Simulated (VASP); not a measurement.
# Si2W (I4/mmm) in VASP: further runs

Runs on Si2W. Level: LDA. Tasks: single point.

Program: VASP 6.6.1. These are calculated values, not measurements. Logs are shortened: lines on timing, memory, paths and dates and some standing lists are left out, and cuts for length are marked.

## 1. The cell of the first run

The structure is tetragonal, space group I4/mmm (No. 139). The conventional cell has a = 3.272 Å, b = 3.272 Å, c = 7.072 Å, α = 90.00°, β = 90.00°, γ = 90.00°. Si (site symmetry 4mm) has 5 Si at 2.34 to 2.61 Å and 5 W at 2.37 to 2.59 Å within 3.1 Å. W (site symmetry 4/mmm) has 10 Si at 2.37 to 2.59 Å within 3.1 Å.

## 2. Single point, LDA (12.62 Å³/atom)

INCAR reads:

```
  PREC = Accurate
  ENCUT = 520
  EDIFF = 1E-7
  ISMEAR = 0
  SIGMA = 0.15
  LREAL = False
  LASPH = True
  NELM = 80
  ALGO = Normal
  ISIF = 2
  LWAVE = False
  LCHARG = False
  NBANDS = 18
```

KPOINTS reads:

```
Automatic mesh
0
Gamma
  20 20 20
```

POSCAR reads:

```
Si2W
1.0
   -1.6361888210      1.6361888210      3.5358040421
    1.6361888210     -1.6361888210      3.5358040421
    1.6361888210      1.6361888210     -3.5358040421
Si W
2 1
Direct
    0.3346644983      0.3346644983      0.0000000000
    0.6653355017      0.6653355017      0.0000000000
    0.0000000000      0.0000000000      0.0000000000
```

Potentials or basis: VASP PAW LDA potentials, release 64 (Si, W_sv).

On the command line:

```
cat potpaw_LDA.64/Si/POTCAR potpaw_LDA.64/W_sv/POTCAR > POTCAR
mpirun -np 1 vasp_std > vasp.out
```

OUTCAR:

```text
PREC = Accurate
   ENCUT = 520
   EDIFF = 1E-7
   ISMEAR = 0
   LREAL = False
   LASPH = True
   NELM = 80
   ISIF = 2

 ion  position               nearest neighbor table
   1  0.335  0.335  0.000-   2 2.34   3 2.37   3 2.59   3 2.59   3 2.59   3 2.59   2 2.61   2 2.61
                             2 2.61   2 2.61
   2  0.665  0.665  0.000-   1 2.34   3 2.37   3 2.59   3 2.59   3 2.59   3 2.59   1 2.61   1 2.61
                             1 2.61   1 2.61
   3  0.000  0.000  0.000-   1 2.37   2 2.37   2 2.59   2 2.59   1 2.59   1 2.59   2 2.59   2 2.59
                             1 2.59   1 2.59

  LATTYP: Found a body centered tetragonal cell.
 ALAT       =     3.2723776420
 C/A-ratio  =     2.1610000000

  Lattice vectors:

 A1 = (  -1.6361888210,   1.6361888210,   3.5358040421)
 A2 = (   1.6361888210,  -1.6361888210,   3.5358040421)
 A3 = (   1.6361888210,   1.6361888210,  -3.5358040421)

Analysis of symmetry for initial positions (statically):
=====================================================================
 Subroutine PRICEL returns:
 Original cell was already a primitive cell.

 Routine SETGRP: Setting up the symmetry group for a
 body centered tetragonal supercell.

 Subroutine GETGRP returns: Found 16 space group operations
 (whereof 16 operations were pure point group operations)
 out of a pool of 16 trial point group operations.

The static configuration has the point symmetry D_4h.

Analysis of symmetry for dynamics (positions and initial velocities):
=====================================================================
 Subroutine PRICEL returns:
 Original cell was already a primitive cell.

 Routine SETGRP: Setting up the symmetry group for a
 body centered tetragonal supercell.

 Subroutine GETGRP returns: Found 16 space group operations
 (whereof 16 operations were pure point group operations)
 out of a pool of 16 trial point group operations.

The dynamic configuration has the point symmetry D_4h.

 Subroutine INISYM returns: Found 16 space group operations
 (whereof 16 operations are pure point group operations),
 and found     1 'primitive' translations

----------------------------------------------------------------------------------------

                                     Primitive cell

  volume of cell :      37.8630

  direct lattice vectors                    reciprocal lattice vectors
    -1.636188821  1.636188821  3.535804042     0.000000000  0.305588202  0.141410552
     1.636188821 -1.636188821  3.535804042     0.305588202  0.000000000  0.141410552
     1.636188821  1.636188821 -3.535804042     0.305588202  0.305588202  0.000000000

  length of vectors
     4.225652369  4.225652369  4.225652369     0.336721091  0.336721091  0.432166980
[... 87 lines left out ...]
   IBRION =     -1    ionic relax: 0-MD 1-quasi-New 2-CG
   NFREE  =      0    steps in history (QN), initial steepest desc. (CG)
   ISIF   =      2    stress and relaxation
   ISYM   =      2    0-nonsym 1-usesym 2-fastsym
   POTIM  = 0.5000    time-step for ionic-motion
   TEBEG  =    0.0;   TEEND  =   0.0 temperature during run
   PSTRESS=    0.0 pullay stress
   NELECT =      22.0000    total number of electrons
   NUPDOWN=      -1.0000    fix difference up-down
   EMIN   =  10.00;   EMAX   =-10.00  energy-range for DOS
   EFERMI =   0.00;   METHOD = LEGACY
   ISMEAR =     0;   SIGMA  =   0.15  broadening in eV -4-tet -1-fermi 0-gaus
   EFERMI_NEDOS =   21; number of points for ismear=-14 and -15
   IALGO  =     38    algorithm
   IMIX   =      4    mixing-type and parameters
     AMIX     =   0.40;   BMIX     =  1.00
     AMIX_MAG =   1.60;   BMIX_MAG =  1.00
  volume/ion in A,a.u.               =      12.62        85.17
  Fermi-wavevector in a.u.,A,eV,Ry     =   1.366084  2.581524 25.390993  1.866185
  Thomas-Fermi vector in A             =   2.492256
   LORBIT       =      0    0 simple, 1 ext, 2 COOP (PROOUT), +10 PAW based schemes
   GGA     = CA    functional components
   LHFCALC =     F    Hartree Fock is set to
   AEXX    =    0.0000 exact exchange contribution
   IVDW    =     0    specifies the selected vdW correction
   LEPSILON=     F    determine dielectric tensor
   LRPA    =     F    only Hartree local field effects (RPA)
 non-spin polarized calculation
 Gauss-broadening in eV      SIGMA  =   0.15
  energy-cutoff  :      520.00
  volume of cell :       37.86
 maximum number of plane-waves:      1048
   NGX = 15   NGY = 15   NGZ = 15

 number of electron      22.0000001 magnetization

 Free energy of the ion-electron system (eV)
  ---------------------------------------------------
  ext. energy  EPLUGINS =         0.00000000
  ---------------------------------------------------
  free energy    TOTEN  =       -26.62180996 eV

  energy without entropy =      -26.61803191  energy(sigma->0) =      -26.61992094

 E-fermi :  12.5320     XC(G=0): -12.9378

 val. band max:       12.5249594764   @ k =  -0.4500  -0.4500   0.4000
 cond. band min:      12.5405320376   @ k =  -0.4000   0.4500   0.3500
 fundamental gap:      0.0155725612
 Fermi energy:        12.5320163554

 k-point     1 :       0.0000    0.0000    0.0000
  band No.  band energies     occupation
      1     -60.4539      2.00000
      2     -25.0731      2.00000
      3     -25.0731      2.00000
      4     -25.0170      2.00000
      5      -1.6940      2.00000
      6       5.8914      2.00000
[... 481 lines left out ...]
      5       0.4637      2.00000
      6       4.6005      2.00000
[... 10 lines left out ...]
     17      20.6352      0.00000
     18      21.3791      0.00000

 [... further k-points ...]

------------------------ aborting loop because EDIFF is reached ----------------------------------------

  FORCE on cell =-STRESS in cart. coord.  units (eV):
  Direction    XX          YY          ZZ          XY          YZ          ZX
  --------------------------------------------------------------------------------------
  -------------------------------------------------------------------------------------
  Total       -1.1419269     -1.1419269     16.0953262      0.0000000      0.0000000     -0.0000000
  in kB      -48.3207716    -48.3207716    681.0756349      0.0000000      0.0000000     -0.0000000
  external PRESSURE =     194.8113639 kB  Pullay stress =       0.0000000 kB

 VOLUME and BASIS-vectors are now :
 -----------------------------------------------------------------------------
  energy-cutoff  :      520.00
  volume of cell :       37.86
      direct lattice vectors                 reciprocal lattice vectors
    -1.636188821  1.636188821  3.535804042     0.000000000  0.305588202  0.141410552
     1.636188821 -1.636188821  3.535804042     0.305588202  0.000000000  0.141410552
     1.636188821  1.636188821 -3.535804042     0.305588202  0.305588202  0.000000000

 POSITION                                       TOTAL-FORCE (eV/Angst)
 -----------------------------------------------------------------------------------
      0.00000      0.00000      2.36662        -0.000000     -0.000000      0.144628
      0.00000      0.00000      4.70499         0.000000      0.000000     -0.144628
      0.00000      0.00000      0.00000         0.000000      0.000000      0.000000
 -----------------------------------------------------------------------------------
    total drift:                               -0.000000      0.000000      0.000000

  FREE ENERGIE OF THE ION-ELECTRON SYSTEM (eV)
  ---------------------------------------------------
  free  energy   TOTEN  =       -26.6218099610 eV

  energy  without entropy=      -26.6180319105  energy(sigma->0) =      -26.61992094
```

OSZICAR:

```text
N       E                     dE             d eps       ncg     rms          rms(c)
DAV:   1     0.132312466771E+03    0.13231E+03   -0.10949E+04 23076   0.124E+03
DAV:   2    -0.228470094713E+02   -0.15516E+03   -0.15128E+03 26462   0.327E+02
DAV:   3    -0.274768620345E+02   -0.46299E+01   -0.45850E+01 28422   0.512E+01
DAV:   4    -0.275171603909E+02   -0.40298E-01   -0.40226E-01 27698   0.503E+00
DAV:   5    -0.275175837804E+02   -0.42339E-03   -0.42336E-03 27500   0.543E-01    0.294E+01
DAV:   6    -0.267444040890E+02    0.77318E+00   -0.26184E+00 25276   0.121E+01    0.111E+01
DAV:   7    -0.266427910312E+02    0.10161E+00   -0.12535E-01 25006   0.248E+00    0.471E+00
DAV:   8    -0.266222550322E+02    0.20536E-01   -0.23888E-02 27458   0.113E+00    0.257E-01
DAV:   9    -0.266218930249E+02    0.36201E-03   -0.84258E-04 26834   0.235E-01    0.132E-01
DAV:  10    -0.266218130767E+02    0.79948E-04   -0.12686E-04 27634   0.969E-02    0.312E-02
DAV:  11    -0.266218101234E+02    0.29533E-05   -0.11689E-05 26982   0.256E-02    0.128E-02
DAV:  12    -0.266218100205E+02    0.10297E-06   -0.91918E-07 27206   0.638E-03    0.346E-03
DAV:  13    -0.266218099610E+02    0.59455E-07   -0.89945E-08 14238   0.253E-03
   1 F= -.26621810E+02 E0= -.26619921E+02  d E =-.377805E-02
```

stdout:

```text
POSCAR found type information on POSCAR SiW
 POSCAR found :  2 types and       3 ions
 scaLAPACK will be used
 LDA part: xc-table for (Slater(with rela. corr.)+CA(PZ))
 , standard interpolation
 POSCAR, INCAR and KPOINTS ok, starting setup
 FFT: planning ... GRIDC
 FFT: planning ... GRID_SOFT
 FFT: planning ... GRID
 WAVECAR not read
 entering main loop
```

It took 2.4 min on 1 thread of Intel Xeon 6975P-C (Granite Rapids), shared host; peak memory 0.49 GiB.

Results:

* Free energy: -26.6218 eV
* Pressure: 19.5 GPa
* Largest force: 0.145 eV/Å
* Band gap on the k mesh: zero (bands 11 and 12 overlap by 0.60 eV)

Forces on the atoms (eV/Å):
```
Si   0.000  0.000  0.145
Si   0.000  0.000 -0.145
W    0.000  0.000  0.000
```

Caveat: the stress differs along the axes, from -5 to 68 GPa; spin-orbit coupling is left out, which moves the levels of the heavy elements.

## 3. Single point, LDA (12.62 Å³/atom)

INCAR reads:

```
SYSTEM = Si2W
ALGO = Normal
EDIFF = 1E-6
ENCUT = 520
GGA = CA
ISIF = 2
ISMEAR = 0
LASPH = .True.
LCHARG = .False.
LREAL = .False.
LWAVE = .False.
NBANDS = 18
NELM = 100
PREC = Accurate
SIGMA = 0.15
```

KPOINTS reads:

```
k-points
0
Gamma
  20 20 20
  0 0 0
```

POSCAR reads:

```
Si2W
1.0
   -1.5090515803      1.5090515803      4.1566825779
    1.5090515803     -1.5090515803      4.1566825779
    1.5090515803      1.5090515803     -4.1566825779
Si W
2 1
Direct
    0.3346644983      0.3346644983      0.0000000000
    0.6653355017      0.6653355017      0.0000000000
    0.0000000000      0.0000000000      0.0000000000
```

Potentials or basis: VASP PAW LDA potentials, release 64 (Si, W_sv).

On the command line:

```
cat potpaw_LDA.64/Si/POTCAR potpaw_LDA.64/W_sv/POTCAR > POTCAR
mpirun -np 1 vasp_std > vasp.out
```

Run time: 4.1 min. Hardware: 1 thread of Intel Xeon 6975P-C (Granite Rapids), shared host; peak memory 0.5 GiB.

It converged, with:

```
Free energy            : -26.8409 eV
Pressure               : 12.3 GPa
Largest force          : 0.068 eV/Å
Band gap on the k mesh : zero (bands 11 and 12 overlap by 1.99 eV)
```

Forces on the atoms (eV/Å):
```
Si   0.000  0.000 -0.068
Si   0.000  0.000  0.068
W    0.000  0.000  0.000
```

Stress tensor (GPa, compression positive):
```
 27.21   0.00   0.00
  0.00  27.21   0.00
  0.00   0.00 -17.57
```

Levels at points of the mesh, in eV from the Fermi level:
```
           k point  band 8  band 9  band 10  band 11  band 12  band 13  band 14  band 15
(0.00, 0.00, 0.00)   -3.96   -2.47    -2.47     1.38     2.82     3.56     3.90     4.14
(0.50, 0.00, 0.00)   -5.24   -3.43    -2.39    -0.18     2.74     2.95     3.66     4.07
(0.50, 0.50, 0.00)   -5.44   -5.11    -4.40    -1.60     1.87     2.46     2.95     3.93
(0.50, 0.50, 0.50)   -3.00   -0.71    -0.71     0.00     0.00     1.48     2.46     5.02
```

Caveat: the stress differs along the axes, from -18 to 27 GPa; spin-orbit coupling is left out, which moves the levels of the heavy elements.
